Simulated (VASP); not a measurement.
Set up this calculation in VASP 6.6.1, as the native input.

```yaml
Task: single point
Functional: PBEsol
Dispersion: D4
Potentials_or_basis: VASP PAW PBE potentials, release 64 (Hg, Te)
Cutoff: 520 eV
k_mesh: 10 × 10 × 10
Occupations: fermi-dirac, width 0.05 eV
Spin: no spin polarisation
Dipole_correction: no
Further_INCAR_settings: ALGO = Normal; EDIFF = 1e-06; NBANDS = 16
```

The structure of HgTe lies in POSCAR:

```
HgTe
1.0
   -2.8589622657      2.8589622657      1.5810296173
    2.8589622657     -2.8589622657      1.5810296173
    2.8589622657      2.8589622657     -1.5810296173
Hg Te
1 1
Direct
    0.7500000000      0.2500000000      0.5000000000
    0.0000000000      0.0000000000      0.0000000000
```

One way to write it, as run:

INCAR

```
  ALGO = Normal
  EDIFF = 1E-6
  ENCUT = 520
  GGA = PS
  ISIF = 2
  ISMEAR = -1
  IVDW = 13
  LASPH = T
  LCHARG = F
  LREAL = F
  LWAVE = F
  NBANDS = 16
  NELM = 100
  PREC = Accurate
  SIGMA = 0.05
```

KPOINTS

```
k-points
0
Gamma
  10 10 10
```

Potentials or basis: VASP PAW PBE potentials, release 64 (Hg, Te).

Run with:

```bash
$ cat potpaw_PBE.64/Hg/POTCAR potpaw_PBE.64/Te/POTCAR > POTCAR
$ mpirun -np 1 vasp_std > vasp.out
```

Results of the run:

```
Pressure                   : 0.2 GPa
Band gap on the k mesh     : zero (bands 9 and 10 overlap by 4.26 eV)
Dispersion energy per atom : -0.292 eV
```

Caveat: the PAW data sets were made with another functional, which shifts forces and pressure a little; spin-orbit coupling is left out, which moves the levels of the heavy elements.

Wall time 26 s on 1 thread of Intel(R) Xeon(R) 6975P-C (Granite Rapids), on a shared host, peak memory 0.24 GiB.
